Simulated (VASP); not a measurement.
# SiC (P6_3mc) in VASP: dielectric tensor with LDA

Aim: the dielectric tensor of SiC with LDA.

All numbers are computed with VASP 6.6.1; they aren't measurements. Logs are shortened: lines on timing, memory, paths and dates and some standing lists are left out, and cuts for length are marked.

### Step 1. The cell of the first run

Symmetry: P6_3mc, No. 186, hexagonal system. The conventional cell has a = 3.076 Å, b = 3.076 Å, c = 5.048 Å, α = 90.00°, β = 90.00°, γ = 120.00°. Si (site symmetry 3m) has 4 C at 1.87 to 1.94 Å within 2.5 Å. C (site symmetry 3m) has 4 Si at 1.87 to 1.94 Å within 2.5 Å.

### Step 2. Dielectric tensor, LDA

File INCAR:

```
SYSTEM = SiC
  PREC = Accurate
  ENCUT = 520
  EDIFF = 1E-8
  ISMEAR = 0
  SIGMA = 0.01
  LREAL = .False.
  LASPH = .True.
  NELM = 100
  ALGO = Normal
  ISIF = 2
  LWAVE = .False.
  LCHARG = .False.
  GGA = CA
  LEPSILON = .True.
```

File KPOINTS:

```
Automatic mesh
0
Gamma
  7 7 4
  0 0 0
```

File POSCAR:

```
SiC
1.0
    3.0760000000      0.0000000000      0.0000000000
   -1.5380000000      2.6638941400      0.0000000000
    0.0000000000      0.0000000000      5.0480000000
Si C
2 2
Direct
    0.3333333340      0.6666666679      0.0000000000
    0.6666666660      0.3333333321      0.5000000000
    0.3333333340      0.6666666679      0.3850000000
    0.6666666660      0.3333333321      0.8850000000
```

Potentials or basis: VASP PAW LDA potentials, release 64 (Si, C).

On the command line:

```
cat potpaw_LDA.64/Si/POTCAR potpaw_LDA.64/C/POTCAR > POTCAR
mpirun -np 1 vasp_std > vasp.out
```

OUTCAR:

```text
SYSTEM = SiC
   PREC = Accurate
   ENCUT = 520
   EDIFF = 1E-8
   ISMEAR = 0
   LREAL = .False.
   LASPH = .True.
   NELM = 100
   ISIF = 2
   GGA = CA
   LEPSILON = .True.

 ion  position               nearest neighbor table
   1  0.333  0.667  0.000-   4 1.87   4 1.87   4 1.87   3 1.94   2 3.09   2 3.09   2 3.09   2 3.09
                             2 3.09   2 3.09
   2  0.667  0.333  0.500-   3 1.87   3 1.87   3 1.87   4 1.94   1 3.09   1 3.09   1 3.09   1 3.09
                             1 3.09   1 3.09
   3  0.333  0.667  0.385-   2 1.87   2 1.87   2 1.87   1 1.94
   4  0.667  0.333  0.885-   1 1.87   1 1.87   1 1.87   2 1.94

  LATTYP: Found a hexagonal cell.
 ALAT       =     3.0760000000
 C/A-ratio  =     1.6410923277

  Lattice vectors:

 A1 = (   3.0760000000,   0.0000000000,   0.0000000000)
 A2 = (  -1.5380000000,   2.6638941400,   0.0000000000)
 A3 = (   0.0000000000,   0.0000000000,   5.0480000000)

Analysis of symmetry for initial positions (statically):
=====================================================================
 Subroutine PRICEL returns:
 Original cell was already a primitive cell.

 Routine SETGRP: Setting up the symmetry group for a
 hexagonal supercell.

 Subroutine GETGRP returns: Found 12 space group operations
 (whereof  6 operations were pure point group operations)
 out of a pool of 24 trial point group operations.

The static configuration has the point symmetry C_3v.
 The point group associated with its full space group is C_6v.

Analysis of symmetry for dynamics (positions and initial velocities):
=====================================================================
 Subroutine PRICEL returns:
 Original cell was already a primitive cell.

 Routine SETGRP: Setting up the symmetry group for a
 hexagonal supercell.

 Subroutine GETGRP returns: Found 12 space group operations
 (whereof  6 operations were pure point group operations)
 out of a pool of 24 trial point group operations.

The dynamic configuration has the point symmetry C_3v.
 The point group associated with its full space group is C_6v.

 Subroutine INISYM returns: Found 12 space group operations
 (whereof  6 operations are pure point group operations),
[... 528 lines left out ...]
      0.00000      1.77593      0.00000         0.000000      0.000000      0.730776
      1.53800      0.88796      2.52400         0.000000      0.000000      0.730776
      0.00000      1.77593      1.94348        -0.000000     -0.000000     -0.730776
      1.53800      0.88796      4.46748         0.000000      0.000000     -0.730776
 -----------------------------------------------------------------------------------
    total drift:                                0.000000      0.000000     -0.000133

  FREE ENERGIE OF THE ION-ELECTRON SYSTEM (eV)
  ---------------------------------------------------
  free  energy   TOTEN  =       -33.2296718619 eV

  energy  without entropy=      -33.2296718619  energy(sigma->0) =      -33.22967186

 HEAD OF MICROSCOPIC STATIC DIELECTRIC TENSOR (INDEPENDENT PARTICLE, excluding Hartree and local field effects)
 ------------------------------------------------------
           7.450693     0.000000     0.000000
           0.000000     7.450693     0.000000
           0.000000     0.000000     7.694528
 ------------------------------------------------------

 Free energy of the ion-electron system (eV)
  ---------------------------------------------------
  ---------------------------------------------------
  free energy    TOTEN  =        -0.73851329 eV

  energy without entropy =       -0.73851329

------------------------ aborting loop because EDIFF is reached ----------------------------------------

--------------------------------------- Ionic step        2  -------------------------------------------

------------------------ aborting loop because EDIFF is reached ----------------------------------------

--------------------------------------- Ionic step        3  -------------------------------------------

 Free energy of the ion-electron system (eV)
  ---------------------------------------------------
  ---------------------------------------------------
  free energy    TOTEN  =        -0.77064547 eV

  energy without entropy =       -0.77064547

------------------------ aborting loop because EDIFF is reached ----------------------------------------

 PIEZOELECTRIC TENSOR FIELD DIRECTION 3  (e Angst)
 -----------------------------------------------------------------------------
     1.26477  0.00000  0.00000           (  0.05959  0.00000  0.00000)
     0.00000  1.26477 -0.00000           (  0.00000  0.05959  0.00000)
     0.00000  0.00000 -1.98485           (  0.00000  0.00000 -0.12580)

 PIEZOELECTRIC TENSOR FIELD DIRECTION 3  (C/m^2)
 -----------------------------------------------------------------------------
     0.48989  0.00000  0.00000
     0.00000  0.48989 -0.00000
     0.00000  0.00000 -0.76881

 MACROSCOPIC STATIC DIELECTRIC TENSOR (including local field effects in DFT)
 ------------------------------------------------------
           7.112762     0.000000     0.000000
           0.000000     7.112762     0.000000
           0.000000     0.000000     7.376740
 ------------------------------------------------------

 PIEZOELECTRIC TENSOR (including local field effects)  for field in x, y, z        (e  Angst)
          XX          YY          ZZ          XY          YZ          ZX
  --------------------------------------------------------------------------------
  x     0.00000    -0.00000     0.00000    -0.00000     0.00000     1.43782
  y    -0.00000     0.00000    -0.00000     0.00000     1.43782     0.00000
  z     1.26477     1.26477    -1.98485     0.00000     0.00000     0.00000

 PIEZOELECTRIC TENSOR (including local field effects)  for field in x, y, z        (C/m^2)
          XX          YY          ZZ          XY          YZ          ZX
  --------------------------------------------------------------------------------
  x     0.00000    -0.00000     0.00000    -0.00000     0.00000     0.55692
  y    -0.00000     0.00000    -0.00000     0.00000     0.55692     0.00000
  z     0.48989     0.48989    -0.76881     0.00000     0.00000     0.00000

 BORN EFFECTIVE CHARGES (including local field effects) (in |e|, cummulative output)
 ---------------------------------------------------------------------------------
 ion    1
    1     2.68098     0.00000     0.00000
    2     0.00000     2.68098     0.00000
    3     0.00000     0.00000     2.90541
 ion    2
    1     2.68098     0.00000     0.00000
    2     0.00000     2.68098     0.00000
    3     0.00000     0.00000     2.90541
 ion    3
    1    -2.68098     0.00000     0.00000
    2     0.00000    -2.68098     0.00000
    3    -0.00000     0.00000    -2.90541
 ion    4
    1    -2.68098     0.00000     0.00000
    2     0.00000    -2.68098     0.00000
    3     0.00000    -0.00000    -2.90541
```

stdout:

```text
POSCAR found type information on POSCAR SiC
 POSCAR found :  2 types and       4 ions
 scaLAPACK will be used
 LDA part: xc-table for (Slater(with rela. corr.)+CA(PZ))
 , standard interpolation
 POSCAR, INCAR and KPOINTS ok, starting setup
 FFT: planning ... GRIDC
 FFT: planning ... GRID_SOFT
 FFT: planning ... GRID
 WAVECAR not read
 entering main loop
 Linear response reoptimize wavefunctions to high precision
 Linear response G [H, r] |phi>, progress :
  Direction:   1
 Linear response G [H, r] |phi>, progress :
  Direction:   2
 Linear response G [H, r] |phi>, progress :
  Direction:   3
 Linear response to external field (no local field effect), progress :
  Direction:   1
 dielectric tensor                  component  1 :     6.154    -2.374    -0.757
 Linear response to external field (no local field effect), progress :
  Direction:   2
 dielectric tensor                  component  2 :    -2.374     8.747    -0.494
 Linear response to external field (no local field effect), progress :
  Direction:   3
 dielectric tensor                  component  3 :    -0.757    -0.494     7.695
 Linear response to external field, progress :
  Direction:   1
 dielectric tensor                  component  1 :     7.113    -0.746     0.000
 Linear response to external field, progress :
  Direction:   2
 dielectric tensor                  component  2 :    -1.416     7.113    -0.000
 Linear response to external field, progress :
  Direction:   3
 dielectric tensor                  component  3 :    -0.748    -0.487     7.377
 Born effective charges drift removed
```

Run time: 4.6 min. Hardware: 1 thread of AMD EPYC 7R43 (Zen 3), shared host; peak memory 0.15 GiB.

What came out:

- Band gap on the k mesh: 2.51 eV (least direct gap 4.03 eV)
- Electronic dielectric tensor (diagonal): 7.11, 7.11, 7.38
- Born charges (mean of the diagonal): Si +2.76; C -2.76 e

Levels at points of the mesh, in eV from the valence-band top:
```
           k point  band 6  band 7  band 8  band 9  band 10  band 11
(0.00, 0.00, 0.00)   -0.27   -0.27    0.00    4.59     6.04     6.40
(0.00, 0.00, 0.50)   -0.96   -0.96   -0.96    5.65     5.65     7.07
```

Electronic dielectric tensor:
```
7.11 0.00 0.00
0.00 7.11 0.00
0.00 0.00 7.38
```

Born effective charge tensors (e):
atom 1, Si
```
2.68 0.00 0.00
0.00 2.68 0.00
0.00 0.00 2.91
```
atom 2, Si
```
2.68 0.00 0.00
0.00 2.68 0.00
0.00 0.00 2.91
```
atom 3, C
```
-2.68  0.00  0.00
 0.00 -2.68  0.00
 0.00  0.00 -2.91
```
atom 4, C
```
-2.68  0.00  0.00
 0.00 -2.68  0.00
 0.00  0.00 -2.91
```

Caveat: an odd mesh through Γ misses points on the zone boundary, where band edges can lie.
